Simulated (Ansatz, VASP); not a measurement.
## HgTe: VASP beside Ansatz

```
Hg Te
1.0
     0.00000    2.86307    2.92150
     2.86307    0.00000    2.92150
     2.86307    2.86307    0.00000
Hg Te
1 1
Direct
  0.00000 0.00000 0.00000
  0.50000 0.50000 0.50000
```

Change from the starting cell: equal xx and yy strain of -2 %.

Alike in both runs: task single point; functional PBE; k mesh 10 × 10 × 10; occupations fermi-dirac, width 0.08 eV; no spin polarisation.

|  | VASP | Ansatz |
| --- | --- | --- |
| version | VASP 6.6.1 | Ansatz 0.2.0 |
| potentials or method | VASP PAW PBE potentials, release 64 (Hg, Te), cutoff 520 eV | all-electron LAPW, scalar-relativistic |

VASP gave:

```
pressure (GPa)                                                : 15.1
traceless stress, the component that is largest in VASP (GPa) : -2.34
```

Question: What did Ansatz give for the same quantities?

Answer: Pressure (GPa): 14.8; traceless stress, the component that is largest in VASP (GPa): -2.30.

Ansatz ran all-electron here, and VASP with PAW potentials.

Neither program's run includes spin-orbit coupling.
